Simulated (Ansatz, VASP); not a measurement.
# PbSe: VASP beside Ansatz

```
Pb Se
1.0
     3.76816    0.00000    0.00000
     0.00000    3.76816    0.00000
     0.00000    0.00000    3.76816
Pb Se
1 1
Direct
  0.00000 0.00000 0.00000
  0.50000 0.50000 0.50000
```

Alike in both runs: task single point; functional HSE06; k mesh 4 × 4 × 4; occupations fermi-dirac, width 0.02 eV; no spin polarisation.

|  | VASP | Ansatz |
| --- | --- | --- |
| version | VASP 6.6.1 | Ansatz 0.2.0 |
| potentials or method | VASP PAW PBE potentials, release 64 (Pb_d, Se) | plane waves, PAW |
| plane-wave cutoff (eV) | 520 | 420 |
| valence electrons in the cell | 20 | 30 |

```tsv
	VASP	Ansatz	Ansatz less VASP
pressure (GPa)	-0.4	-0.3	+0.10
```

The functional is the same, so the differences come from potentials, cutoffs and numerics. VASP's potentials hold 20 valence electrons a cell and Ansatz's 30, so a difference there can come from the potentials and not from the codes. Ansatz's warnings: filled band counts differ across k points, stress exchange threshold loose, stress scf threshold loose.

The k mesh is coarse, so the values compare programs but aren't converged. Neither program's run includes spin-orbit coupling.
